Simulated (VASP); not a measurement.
Write the native input for VASP 6.6.1 that does the following.

| Property | Result |
| --- | --- |
| Task | relaxation of cell and atoms |
| Functional | RPBE |
| Potentials or basis | VASP PAW PBE potentials, release 64 (Zr_sv, B) |
| Cutoff | 600 eV |
| k mesh | 10 × 10 × 10 |
| Occupations | fermi-dirac, width 0.05 eV |
| Spin | no spin polarisation |
| Dipole correction | no |
| Further INCAR settings | ALGO = Normal; EDIFF = 1e-06; IBRION = 2; EDIFFG = -0.01; NSW = 60; ISIF = 3 |

The structure of ZrB lies in POSCAR:

```
ZrB
1.0
    0.0000000000      2.3250000000      2.3250000000
    2.3250000000      0.0000000000      2.3250000000
    2.3250000000      2.3250000000      0.0000000000
Zr B
1 1
Direct
    0.0000000000      0.0000000000      0.0000000000
    0.5000000000      0.5000000000      0.5000000000
```

One way to write it, as run:

INCAR

```
  PREC = Accurate
  ENCUT = 600
  EDIFF = 1E-6
  ISMEAR = -1
  SIGMA = 0.05
  LREAL = False
  LASPH = True
  NELM = 80
  ALGO = Normal
  ISIF = 3
  LWAVE = False
  LCHARG = False
  GGA = RP
  IBRION = 2
  NSW = 60
  EDIFFG = -0.01
```

KPOINTS

```
Automatic mesh
0
Gamma
  10 10 10
```

Potentials or basis: VASP PAW PBE potentials, release 64 (Zr_sv, B).

The run is started by

```console
$ cat potpaw_PBE.64/Zr_sv/POTCAR potpaw_PBE.64/B/POTCAR > POTCAR
$ mpirun -np 1 vasp_std > vasp.out
```

Results of the run:

```
Relaxed volume                        : 15.00 Å³/atom
Relaxed cell                          : a = 3.488 Å, b = 3.488 Å, c = 3.488 Å, α = 60.00°, β = 60.00°, γ = 60.00°
Space group after relaxing (to 0.1 Å) : Fm-3m (No. 225)
Energy gained by relaxing             : 248.8 meV/atom
Ionic steps                           : 20
Pressure after relaxing               : 0.0 GPa
Band gap on the k mesh                : zero (an odd number of electrons rules out a gap without spin polarisation)
```

Caveat: the volume moved by over 15 % at a fixed basis, so the end points are rough; the PAW data sets were made with another functional, which shifts forces and pressure a little.

Wall time 4.1 min on 1 thread of Intel Xeon 8259CL, on a shared host, peak memory 0.17 GiB.
